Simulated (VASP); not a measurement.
# WC (Fm-3m) in VASP: further runs

WC is run at these levels: LDA; tasks: single point.

All numbers are computed with VASP 6.6.1; they aren't measurements. Logs are shortened: lines on timing, memory, paths and dates and some standing lists are left out, and cuts for length are marked.

**1. The cell of the first run**

The structure is cubic, space group Fm-3m (No. 225). Conventional cell: a = 4.296 Å, b = 4.296 Å, c = 4.296 Å, α = 90.00°, β = 90.00°, γ = 90.00°. Within 2.8 Å of W (site symmetry m-3m) lie 6 C at 2.15 Å. Within 2.8 Å of C (site symmetry m-3m) lie 6 W at 2.15 Å.

**2. Single point, LDA**

Input file INCAR:

```
ALGO     = Normal         # electronic algorithm
EDIFF    = 1E-7           # SCF threshold, eV
ENCUT    = 520            # plane-wave cutoff, eV
GGA      = CA             # functional
ISIF     = 2              # what is computed and relaxed
ISMEAR   = 1              # smearing method
LASPH    = True           # aspherical terms in the spheres
LCHARG   = False          # write CHGCAR
LREAL    = False          # projectors in reciprocal space
LWAVE    = False          # write WAVECAR
NBANDS   = 16             # bands
NELM     = 60             # most SCF steps
PREC     = Accurate       # precision mode
SIGMA    = 0.1            # smearing width, eV
```

Input file KPOINTS:

```
k-points
0
Gamma
  11 11 11
```

Input file POSCAR:

```
WC
1.0
    0.0000000000      2.1479188689      2.1479188689
    2.1479188689      0.0000000000      2.1479188689
    2.1479188689      2.1479188689      0.0000000000
W C
1 1
Direct
    0.0000000000      0.0000000000      0.0000000000
    0.5000000000      0.5000000000      0.5000000000
```

Potentials or basis: VASP PAW LDA potentials, release 64 (W_sv, C).

The run is started by

```sh
$ cat potpaw_LDA.64/W_sv/POTCAR potpaw_LDA.64/C/POTCAR > POTCAR
$ mpirun -np 1 vasp_std > vasp.out
```

OUTCAR:

```text
EDIFF = 1E-7
   ENCUT = 520
   GGA = CA
   ISIF = 2
   ISMEAR = 1
   LASPH = True
   LREAL = False
   NELM = 60
   PREC = Accurate

 ion  position               nearest neighbor table
   1  0.000  0.000  0.000-   2 2.15   2 2.15   2 2.15   2 2.15   2 2.15   2 2.15
   2  0.500  0.500  0.500-   1 2.15   1 2.15   1 2.15   1 2.15   1 2.15   1 2.15

  LATTYP: Found a face centered cubic cell.
 ALAT       =     4.2958377378

  Lattice vectors:

 A1 = (   0.0000000000,   2.1479188689,   2.1479188689)
 A2 = (   2.1479188689,   0.0000000000,   2.1479188689)
 A3 = (   2.1479188689,   2.1479188689,   0.0000000000)

Analysis of symmetry for initial positions (statically):
=====================================================================
 Subroutine PRICEL returns:
 Original cell was already a primitive cell.

 Routine SETGRP: Setting up the symmetry group for a
 face centered cubic supercell.

 Subroutine GETGRP returns: Found 48 space group operations
[... 9 lines left out ...]

 Routine SETGRP: Setting up the symmetry group for a
 face centered cubic supercell.

 Subroutine GETGRP returns: Found 48 space group operations
[... 11 lines left out ...]
                                     Primitive cell

  volume of cell :      19.8191

  direct lattice vectors                    reciprocal lattice vectors
     0.000000000  2.147918869  2.147918869    -0.232783466  0.232783466  0.232783466
     2.147918869  0.000000000  2.147918869     0.232783466 -0.232783466  0.232783466
     2.147918869  2.147918869  0.000000000     0.232783466  0.232783466 -0.232783466

  length of vectors
     3.037615995  3.037615995  3.037615995     0.403192791  0.403192791  0.403192791

  position of ions in fractional coordinates (direct lattice)
     0.000000000  0.000000000  0.000000000
     0.500000000  0.500000000  0.500000000

  ion indices of the primitive-cell ions
   primitive index   ion index
                 1           1
                 2           2

----------------------------------------------------------------------------------------

 KPOINTS: k-points

Automatic generation of k-mesh.
 Grid dimensions read from file:
 generate k-points for:   11   11   11

 Generating k-lattice:

  Cartesian coordinates                     Fractional coordinates (reciprocal lattice)
    -0.021162133  0.021162133  0.021162133     0.090909091  0.000000000  0.000000000
     0.021162133 -0.021162133  0.021162133     0.000000000  0.090909091  0.000000000
     0.021162133  0.021162133 -0.021162133     0.000000000  0.000000000  0.090909091

  Length of vectors
     0.036653890  0.036653890  0.036653890

  Shift w.r.t. Gamma in fractional coordinates (k-lattice)
     0.000000000  0.000000000  0.000000000

 Subroutine IBZKPT returns following result:
 ===========================================

 Found     56 irreducible k-points:

 Following reciprocal coordinates:
            Coordinates               Weight
  0.000000  0.000000  0.000000      1.000000
  0.090909  0.000000  0.000000      8.000000
  0.181818  0.000000  0.000000      8.000000
  0.272727  0.000000  0.000000      8.000000
  0.363636  0.000000  0.000000      8.000000
  0.454545  0.000000  0.000000      8.000000
[... 16 lines left out ...]
 -0.272727  0.181818  0.000000     24.000000
 -0.181818  0.181818  0.000000     12.000000
 [... further k-points ...]
   k-points           NKPTS =     56   k-points in BZ     NKDIM =     56   number of bands    NBANDS=     16
   number of dos      NEDOS =    301   number of ions     NIONS =      2
   total plane-waves  NPLWV =  13824
   dimension x,y,z NGX =    24 NGY =   24 NGZ =   24
   dimension x,y,z NGXF=    48 NGYF=   48 NGZF=   48
   ions per type =               1   1
   NGX,Y,Z   is equivalent  to a cutoff of  13.13, 13.13, 13.13 a.u.
   NGXF,Y,Z  is equivalent  to a cutoff of  26.27, 26.27, 26.27 a.u.
 SYSTEM =  unknown system
   PREC   = accura    normal or accurate (medium, high low for compatibility)
   ISTART =      0    job   : 0-new  1-cont  2-samecut
   ICHARG =      2    charge: 1-file 2-atom 10-const
   ISPIN  =      1    spin polarized calculation?
   LNONCOLLINEAR =      F non collinear calculations
   LSORBIT =      F    spin-orbit coupling
   LASPH  =      T    aspherical Exc in radial PAW
   ENCUT  =  520.0 eV  38.22 Ry    6.18 a.u.   5.65  5.65  5.65*2*pi/ulx,y,z
   NELM   =     60;   NELMIN=  2; NELMDL= -5     # of ELM steps
   EDIFF  = 0.1E-06   stopping-criterion for ELM
   LREAL  =      F    real-space projection
   EDIFFG = 0.1E-05   stopping-criterion for IOM
   NSW    =      0    number of steps for IOM
   IBRION =     -1    ionic relax: 0-MD 1-quasi-New 2-CG
   NFREE  =      0    steps in history (QN), initial steepest desc. (CG)
   ISIF   =      2    stress and relaxation
   ISYM   =      2    0-nonsym 1-usesym 2-fastsym
   POTIM  = 0.5000    time-step for ionic-motion
   TEBEG  =    0.0;   TEEND  =   0.0 temperature during run
   PSTRESS=    0.0 pullay stress
   NELECT =      18.0000    total number of electrons
   NUPDOWN=      -1.0000    fix difference up-down
   EMIN   =  10.00;   EMAX   =-10.00  energy-range for DOS
   EFERMI =   0.00;   METHOD = LEGACY
   ISMEAR =     1;   SIGMA  =   0.10  broadening in eV -4-tet -1-fermi 0-gaus
   EFERMI_NEDOS =   21; number of points for ismear=-14 and -15
   IALGO  =     38    algorithm
   IMIX   =      4    mixing-type and parameters
     AMIX     =   0.40;   BMIX     =  1.00
     AMIX_MAG =   1.60;   BMIX_MAG =  1.00
  volume/ion in A,a.u.               =       9.91        66.87
  Fermi-wavevector in a.u.,A,eV,Ry     =   1.585396  2.995964 34.197984  2.513481
  Thomas-Fermi vector in A             =   2.684867
   LORBIT       =      0    0 simple, 1 ext, 2 COOP (PROOUT), +10 PAW based schemes
   GGA     = CA    functional components
   LHFCALC =     F    Hartree Fock is set to
   AEXX    =    0.0000 exact exchange contribution
   IVDW    =     0    specifies the selected vdW correction
   LEPSILON=     F    determine dielectric tensor
   LRPA    =     F    only Hartree local field effects (RPA)
 non-spin polarized calculation
 Methfessel and Paxton  Order N= 1 SIGMA  =   0.10
  energy-cutoff  :      520.00
  volume of cell :       19.82
 maximum number of plane-waves:       542
   NGX = 11   NGY = 11   NGZ = 11

 number of electron      17.9999999 magnetization

 Free energy of the ion-electron system (eV)
  ---------------------------------------------------
  ext. energy  EPLUGINS =         0.00000000
  ---------------------------------------------------
  free energy    TOTEN  =       -23.77743850 eV

  energy without entropy =      -23.77828741  energy(sigma->0) =      -23.77772147

 E-fermi :  13.2642     XC(G=0): -14.2368

 val. band max:       13.2465665449   @ k =  -0.2727   0.4545   0.1818
 cond. band min:      13.2694609745   @ k =   0.2727   0.2727   0.0000
 fundamental gap:      0.0228944296
 Fermi energy:        13.2642222322

 k-point     1 :       0.0000    0.0000    0.0000
  band No.  band energies     occupation
      1     -61.6647      2.00000
      2     -25.9088      2.00000
      3     -25.9088      2.00000
      4     -25.9088      2.00000
      5      -2.8908      2.00000
      6      10.2625      2.00000
[... 8 lines left out ...]
     15      22.9155      0.00000
     16      37.7833      0.00000

 k-point     2 :       0.0909    0.0000    0.0000
  band No.  band energies     occupation
      1     -61.6606      2.00000
      2     -25.9720      2.00000
      3     -25.9154      2.00000
      4     -25.9154      2.00000
      5      -2.6373      2.00000
      6       9.4711      2.00000
[... 8 lines left out ...]
     15      23.5057      0.00000
     16      35.3386      0.00000

 k-point     3 :       0.1818    0.0000    0.0000
  band No.  band energies     occupation
      1     -61.6496      2.00000
      2     -26.1383      2.00000
      3     -25.9329      2.00000
      4     -25.9329      2.00000
      5      -1.9175      2.00000
      6       7.9790      2.00000
[... 8 lines left out ...]
     15      24.9499      0.00000
     16      32.3093      0.00000

 k-point     4 :       0.2727    0.0000    0.0000
  band No.  band energies     occupation
      1     -61.6350      2.00000
      2     -26.3497      2.00000
      3     -25.9557      2.00000
      4     -25.9557      2.00000
      5      -0.8409      2.00000
      6       6.3828      2.00000
[... 8 lines left out ...]
     15      26.1842      0.00000
     16      30.3537      0.00000

 k-point     5 :       0.3636    0.0000    0.0000
  band No.  band energies     occupation
      1     -61.6217      2.00000
      2     -26.5380      2.00000
      3     -25.9765      2.00000
      4     -25.9765      2.00000
      5       0.4484      2.00000
      6       4.8429      2.00000
[... 8 lines left out ...]
     15      27.1438      0.00000
     16      27.5879      0.00000

 k-point     6 :       0.4545    0.0000    0.0000
  band No.  band energies     occupation
      1     -61.6138      2.00000
      2     -26.6474      2.00000
      3     -25.9889      2.00000
      4     -25.9889      2.00000
      5       1.7892      2.00000
      6       3.4193      2.00000
[... 8 lines left out ...]
     15      25.7547      0.00000
     16      25.7547      0.00000
[... 267 lines left out ...]
 k-point    21 :      -0.4545    0.1818    0.0000
  band No.  band energies     occupation
      1     -61.6062      2.00000
      2     -26.5835      2.00000
      3     -26.1403      2.00000
      4     -26.0365      2.00000
      5       1.3207      2.00000
      6       4.0500      2.00000
[... 8 lines left out ...]
     15      25.8501      0.00000
     16      27.4555      0.00000

 k-point    22 :      -0.3636    0.1818    0.0000
  band No.  band energies     occupation
      1     -61.6089      2.00000
      2     -26.5487      2.00000
      3     -26.1590      2.00000
      4     -26.0084      2.00000
      5       1.2476      2.00000
      6       4.0856      2.00000
[... 8 lines left out ...]
     15      26.2413      0.00000
     16      27.1319      0.00000

 k-point    23 :      -0.2727    0.1818    0.0000
  band No.  band energies     occupation
      1     -61.6178      2.00000
      2     -26.4489      2.00000
      3     -26.1410      2.00000
      4     -25.9741      2.00000
      5       0.4269      2.00000
      6       4.9050      2.00000
[... 8 lines left out ...]
     15      26.4942      0.00000
     16      27.2291      0.00000

 k-point    24 :      -0.1818    0.1818    0.0000
  band No.  band energies     occupation
      1     -61.6301      2.00000
      2     -26.3258      2.00000
      3     -26.0794      2.00000
      4     -25.9445      2.00000
      5      -0.5698      2.00000
      6       6.0546      2.00000
[... 8 lines left out ...]
     15      26.5329      0.00000
     16      27.7004      0.00000

 [... further k-points ...]

------------------------ aborting loop because EDIFF is reached ----------------------------------------

  FORCE on cell =-STRESS in cart. coord.  units (eV):
  Direction    XX          YY          ZZ          XY          YZ          ZX
  --------------------------------------------------------------------------------------
  -------------------------------------------------------------------------------------
  Total        1.2996956      1.2996956      1.2996956     -0.0000000      0.0000000      0.0000000
  in kB      105.0675505    105.0675505    105.0675505     -0.0000000      0.0000000      0.0000000
  external PRESSURE =     105.0675505 kB  Pullay stress =       0.0000000 kB

 VOLUME and BASIS-vectors are now :
 -----------------------------------------------------------------------------
  energy-cutoff  :      520.00
  volume of cell :       19.82
      direct lattice vectors                 reciprocal lattice vectors
     0.000000000  2.147918869  2.147918869    -0.232783466  0.232783466  0.232783466
     2.147918869  0.000000000  2.147918869     0.232783466 -0.232783466  0.232783466
     2.147918869  2.147918869  0.000000000     0.232783466  0.232783466 -0.232783466

 POSITION                                       TOTAL-FORCE (eV/Angst)
 -----------------------------------------------------------------------------------
      0.00000      0.00000      0.00000         0.000000      0.000000      0.000000
      2.14792      2.14792      2.14792         0.000000      0.000000      0.000000
 -----------------------------------------------------------------------------------
    total drift:                                0.000000     -0.000000     -0.000000

  FREE ENERGIE OF THE ION-ELECTRON SYSTEM (eV)
  ---------------------------------------------------
  free  energy   TOTEN  =       -23.7774384968 eV

  energy  without entropy=      -23.7782874112  energy(sigma->0) =      -23.77772147
```

It took 10 s on 1 thread of Intel Xeon 6975P-C, shared host; peak memory 0.14 GiB.

What came out:

* Free energy: -23.7774 eV
* Pressure: 10.5 GPa
* Band gap on the k mesh: zero (band 9 reaches 14.29 eV, above the bottom of band 10 at 10.95 eV)

Caveat: spin-orbit coupling is left out, which moves the levels of the heavy elements.

(Continued in part 2 of 3.)
